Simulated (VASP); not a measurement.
# ZrB (Fm-3m) in VASP: settings compared

Aim: see how the results for ZrB move with the level of theory and the settings. Levels: LDA, LDA+U. Tasks: single point.

Program: VASP 6.6.1. These are calculated values, not measurements. Logs are shortened: lines on timing, memory, paths and dates and some standing lists are left out, and cuts for length are marked.

## 1. The cell of the first run

It takes space group Fm-3m (No. 225, cubic). Conventional cell: a = 4.830 Å, b = 4.830 Å, c = 4.830 Å, α = 90.00°, β = 90.00°, γ = 90.00°. Zr (site symmetry m-3m) has 6 B at 2.41 Å within 3.2 Å. Within 3.2 Å of B (site symmetry m-3m) lie 6 Zr at 2.41 Å.

## 2. Single point, LDA

INCAR

```
SYSTEM = ZrB
PREC = Accurate ; ENCUT = 520
EDIFF = 1E-6 ; ISMEAR = -1
SIGMA = 0.05 ; LREAL = .FALSE.
LASPH = .TRUE. ; NELM = 60
ALGO = Normal ; ISIF = 2
LWAVE = .FALSE. ; LCHARG = .FALSE.
NBANDS = 14
```

KPOINTS

```
Automatic mesh
0
G
  10 10 10
  0 0 0
```

POSCAR

```
ZrB
1.0
    0.0000000000      2.4149542543      2.4149542543
    2.4149542543      0.0000000000      2.4149542543
    2.4149542543      2.4149542543      0.0000000000
Zr B
1 1
Direct
    0.0000000000      0.0000000000      0.0000000000
    0.5000000000      0.5000000000      0.5000000000
```

Potentials or basis: VASP PAW LDA potentials, release 64 (Zr_sv, B).

Started as:

```sh
> cat potpaw_LDA.64/Zr_sv/POTCAR potpaw_LDA.64/B/POTCAR > POTCAR
> mpirun -np 1 vasp_std > vasp.out
```

OUTCAR:

```text
SYSTEM = ZrB
   PREC = Accurate
   ENCUT = 520
   EDIFF = 1E-6
   ISMEAR = -1
   LREAL = .FALSE.
   LASPH = .TRUE.
   NELM = 60
   ISIF = 2

 ion  position               nearest neighbor table
   1  0.000  0.000  0.000-   2 2.41   2 2.41   2 2.41   2 2.41   2 2.41   2 2.41
   2  0.500  0.500  0.500-   1 2.41   1 2.41   1 2.41   1 2.41   1 2.41   1 2.41

  LATTYP: Found a face centered cubic cell.
 ALAT       =     4.8299085086

  Lattice vectors:

 A1 = (   0.0000000000,   2.4149542543,   2.4149542543)
 A2 = (   2.4149542543,   0.0000000000,   2.4149542543)
 A3 = (   2.4149542543,   2.4149542543,   0.0000000000)

Analysis of symmetry for initial positions (statically):
=====================================================================
 Subroutine PRICEL returns:
 Original cell was already a primitive cell.

 Routine SETGRP: Setting up the symmetry group for a
 face centered cubic supercell.

 Subroutine GETGRP returns: Found 48 space group operations
 (whereof 48 operations were pure point group operations)
 out of a pool of 48 trial point group operations.

The static configuration has the point symmetry O_h .

Analysis of symmetry for dynamics (positions and initial velocities):
=====================================================================
 Subroutine PRICEL returns:
 Original cell was already a primitive cell.

 Routine SETGRP: Setting up the symmetry group for a
 face centered cubic supercell.

 Subroutine GETGRP returns: Found 48 space group operations
 (whereof 48 operations were pure point group operations)
 out of a pool of 48 trial point group operations.

The dynamic configuration has the point symmetry O_h .

 Subroutine INISYM returns: Found 48 space group operations
 (whereof 48 operations are pure point group operations),
 and found     1 'primitive' translations

----------------------------------------------------------------------------------------

                                     Primitive cell

  volume of cell :      28.1680

  direct lattice vectors                    reciprocal lattice vectors
     0.000000000  2.414954254  2.414954254    -0.207043259  0.207043259  0.207043259
     2.414954254  0.000000000  2.414954254     0.207043259 -0.207043259  0.207043259
     2.414954254  2.414954254  0.000000000     0.207043259  0.207043259 -0.207043259

  length of vectors
     3.415261059  3.415261059  3.415261059     0.358609445  0.358609445  0.358609445

  position of ions in fractional coordinates (direct lattice)
     0.000000000  0.000000000  0.000000000
     0.500000000  0.500000000  0.500000000

  ion indices of the primitive-cell ions
   primitive index   ion index
                 1           1
                 2           2

----------------------------------------------------------------------------------------

 KPOINTS: Automatic mesh

Automatic generation of k-mesh.
 Grid dimensions read from file:
 generate k-points for:   10   10   10

 Generating k-lattice:

  Cartesian coordinates                     Fractional coordinates (reciprocal lattice)
    -0.020704326  0.020704326  0.020704326     0.100000000  0.000000000  0.000000000
     0.020704326 -0.020704326  0.020704326     0.000000000  0.100000000  0.000000000
     0.020704326  0.020704326 -0.020704326     0.000000000  0.000000000  0.100000000

  Length of vectors
     0.035860944  0.035860944  0.035860944

  Shift w.r.t. Gamma in fractional coordinates (k-lattice)
     0.000000000  0.000000000  0.000000000

 Subroutine IBZKPT returns following result:
 ===========================================

 Found     47 irreducible k-points:

 Following reciprocal coordinates:
            Coordinates               Weight
  0.000000  0.000000  0.000000      1.000000
  0.100000  0.000000  0.000000      8.000000
  0.200000  0.000000  0.000000      8.000000
  0.300000  0.000000  0.000000      8.000000
  0.400000  0.000000  0.000000      8.000000
  0.500000  0.000000  0.000000      4.000000
[... 16 lines left out ...]
  0.300000  0.300000  0.000000      6.000000
  0.400000  0.300000  0.000000     24.000000
 [... further k-points ...]
   k-points           NKPTS =     47   k-points in BZ     NKDIM =     47   number of bands    NBANDS=     14
   number of dos      NEDOS =    301   number of ions     NIONS =      2
   total plane-waves  NPLWV =  21952
   dimension x,y,z NGX =    28 NGY =   28 NGZ =   28
   dimension x,y,z NGXF=    56 NGYF=   56 NGZF=   56
   ions per type =               1   1
   NGX,Y,Z   is equivalent  to a cutoff of  13.63, 13.63, 13.63 a.u.
   NGXF,Y,Z  is equivalent  to a cutoff of  27.26, 27.26, 27.26 a.u.
 SYSTEM =  ZrB
   PREC   = accura    normal or accurate (medium, high low for compatibility)
   ISTART =      0    job   : 0-new  1-cont  2-samecut
   ICHARG =      2    charge: 1-file 2-atom 10-const
   ISPIN  =      1    spin polarized calculation?
   LNONCOLLINEAR =      F non collinear calculations
   LSORBIT =      F    spin-orbit coupling
   LASPH  =      T    aspherical Exc in radial PAW
   ENCUT  =  520.0 eV  38.22 Ry    6.18 a.u.   6.35  6.35  6.35*2*pi/ulx,y,z
   NELM   =     60;   NELMIN=  2; NELMDL= -5     # of ELM steps
   EDIFF  = 0.1E-05   stopping-criterion for ELM
   LREAL  =      F    real-space projection
   EDIFFG = 0.1E-04   stopping-criterion for IOM
   NSW    =      0    number of steps for IOM
   IBRION =     -1    ionic relax: 0-MD 1-quasi-New 2-CG
   NFREE  =      0    steps in history (QN), initial steepest desc. (CG)
   ISIF   =      2    stress and relaxation
   ISYM   =      2    0-nonsym 1-usesym 2-fastsym
   POTIM  = 0.5000    time-step for ionic-motion
   TEBEG  =    0.0;   TEEND  =   0.0 temperature during run
   PSTRESS=    0.0 pullay stress
   NELECT =      15.0000    total number of electrons
   NUPDOWN=      -1.0000    fix difference up-down
   EMIN   =  10.00;   EMAX   =-10.00  energy-range for DOS
   EFERMI =   0.00;   METHOD = LEGACY
   ISMEAR =    -1;   SIGMA  =   0.05  broadening in eV -4-tet -1-fermi 0-gaus
   EFERMI_NEDOS =   21; number of points for ismear=-14 and -15
   IALGO  =     38    algorithm
   IMIX   =      4    mixing-type and parameters
     AMIX     =   0.40;   BMIX     =  1.00
     AMIX_MAG =   1.60;   BMIX_MAG =  1.00
  volume/ion in A,a.u.               =      14.08        95.04
  Fermi-wavevector in a.u.,A,eV,Ry     =   1.326945  2.507563 23.956917  1.760784
  Thomas-Fermi vector in A             =   2.456294
   LORBIT       =      0    0 simple, 1 ext, 2 COOP (PROOUT), +10 PAW based schemes
   GGA     = CA    functional components
   LHFCALC =     F    Hartree Fock is set to
   AEXX    =    0.0000 exact exchange contribution
   IVDW    =     0    specifies the selected vdW correction
   LEPSILON=     F    determine dielectric tensor
   LRPA    =     F    only Hartree local field effects (RPA)
 non-spin polarized calculation
  energy-cutoff  :      520.00
  volume of cell :       28.17
 maximum number of plane-waves:       769
 NGX is ok and might be reduce to    28
   NGX = 13   NGY = 13   NGZ = 13

 number of electron      15.0000000 magnetization

 Free energy of the ion-electron system (eV)
  ---------------------------------------------------
  ext. energy  EPLUGINS =         0.00000000
  ---------------------------------------------------
  free energy    TOTEN  =       -17.52257824 eV

  energy without entropy =      -17.51147777  energy(sigma->0) =      -17.51702800

 E-fermi :   7.7492     XC(G=0): -11.8604

 val. band max:        7.7394092340   @ k =   0.3000   0.2000   0.1000
 cond. band min:       7.8680589055   @ k =  -0.4000   0.4000   0.1000
 fundamental gap:      0.1286496715
 Fermi energy:         7.7492228040

 k-point     1 :       0.0000    0.0000    0.0000
  band No.  band energies     occupation
      1     -39.2300      2.00000
      2     -17.1878      2.00000
      3     -17.1878      2.00000
      4     -17.1878      2.00000
      5      -0.2604      2.00000
      6       9.5129      0.00000
      7       9.5129      0.00000
      8       9.5129      0.00000
      9      11.0483      0.00000
     10      11.0483      0.00000
     11      11.2890      0.00000
     12      11.2890      0.00000
     13      11.2890      0.00000
     14      18.6218      0.00000

 k-point     2 :       0.1000    0.0000    0.0000
  band No.  band energies     occupation
      1     -39.2230      2.00000
      2     -17.2532      2.00000
      3     -17.1943      2.00000
      4     -17.1943      2.00000
      5      -0.0248      2.00000
      6       8.8264      0.00000
      7       9.2485      0.00000
      8       9.2485      0.00000
      9      10.1147      0.00000
     10      10.1147      0.00000
     11      11.5946      0.00000
     12      12.9542      0.00000
     13      12.9542      0.00000
     14      19.1792      0.00000

 k-point     3 :       0.2000    0.0000    0.0000
  band No.  band energies     occupation
      1     -39.2047      2.00000
      2     -17.4209      2.00000
      3     -17.2113      2.00000
      4     -17.2113      2.00000
      5       0.6349      2.00000
      6       7.5660      1.95009
      7       8.1642      0.00050
      8       8.1642      0.00050
      9      10.5508      0.00000
     10      10.5508      0.00000
     11      11.9952      0.00000
     12      14.9432      0.00000
     13      14.9432      0.00000
     14      19.9050      0.00000
[... 324 lines left out ...]
 k-point    23 :       0.3000    0.3000    0.0000
  band No.  band energies     occupation
      1     -39.1658      2.00000
      2     -17.5823      2.00000
      3     -17.3375      2.00000
      4     -17.3375      2.00000
      5       1.5976      2.00000
      6       6.0316      2.00000
      7       7.5823      1.93141
      8       9.2541      0.00000
      9       9.2541      0.00000
     10      11.9722      0.00000
     11      14.0374      0.00000
     12      14.0374      0.00000
     13      17.4196      0.00000
     14      21.5159      0.00000

 k-point    24 :       0.4000    0.3000    0.0000
  band No.  band energies     occupation
      1     -39.1510      2.00000
      2     -17.6663      2.00000
      3     -17.3816      2.00000
      4     -17.3614      2.00000
      5       1.8758      2.00000
      6       6.0818      2.00000
      7       7.1453      1.99999
      8       8.9416      0.00000
      9       9.6763      0.00000
     10      12.6958      0.00000
     11      14.0592      0.00000
     12      14.3113      0.00000
     13      18.0025      0.00000
     14      20.1554      0.00000

 [... further k-points ...]
[... 5 lines left out ...]
  --------------------------------------------------------------------------------------
  -------------------------------------------------------------------------------------
  Total        0.0606145      0.0606145      0.0606145      0.0000000      0.0000000      0.0000000
  in kB        3.4477065      3.4477065      3.4477065      0.0000000      0.0000000      0.0000000
  external PRESSURE =       3.4477065 kB  Pullay stress =       0.0000000 kB

 VOLUME and BASIS-vectors are now :
 -----------------------------------------------------------------------------
  energy-cutoff  :      520.00
  volume of cell :       28.17
      direct lattice vectors                 reciprocal lattice vectors
     0.000000000  2.414954254  2.414954254    -0.207043259  0.207043259  0.207043259
     2.414954254  0.000000000  2.414954254     0.207043259 -0.207043259  0.207043259
     2.414954254  2.414954254  0.000000000     0.207043259  0.207043259 -0.207043259

 POSITION                                       TOTAL-FORCE (eV/Angst)
 -----------------------------------------------------------------------------------
      0.00000      0.00000      0.00000         0.000000      0.000000      0.000000
      2.41495      2.41495      2.41495        -0.000000     -0.000000     -0.000000
 -----------------------------------------------------------------------------------
    total drift:                               -0.000000      0.000000      0.000000

  FREE ENERGIE OF THE ION-ELECTRON SYSTEM (eV)
  ---------------------------------------------------
  free  energy   TOTEN  =       -17.5225782383 eV

  energy  without entropy=      -17.5114777716  energy(sigma->0) =      -17.51702800
```

Wall time 8.4 s (1 thread of Intel Xeon 6975P-C (Granite Rapids), shared host); peak memory 0.15 GiB.

What came out:

```
Free energy : -17.5226 eV
Pressure    : 0.3 GPa
```

Levels at points of the mesh, in eV from the Fermi level:
| k point | band 4 | band 5 | band 6 | band 7 | band 8 | band 9 | band 10 | band 11 | band 12 | band 13 |
| --- | --- | --- | --- | --- | --- | --- | --- | --- | --- | --- |
| (0.00, 0.00, 0.00) | -24.94 | -8.01 | 1.76 | 1.76 | 1.76 | 3.30 | 3.30 | 3.54 | 3.54 | 3.54 |
| (0.50, 0.00, 0.00) | -25.00 | -3.89 | -3.87 | -1.22 | -1.22 | 5.04 | 5.04 | 6.39 | 7.79 | 11.84 |
| (0.50, 0.50, 0.00) | -25.16 | -6.08 | -0.88 | -0.61 | 2.20 | 2.20 | 4.82 | 6.01 | 6.01 | 9.13 |

(Part 1 of 3 ends here.)
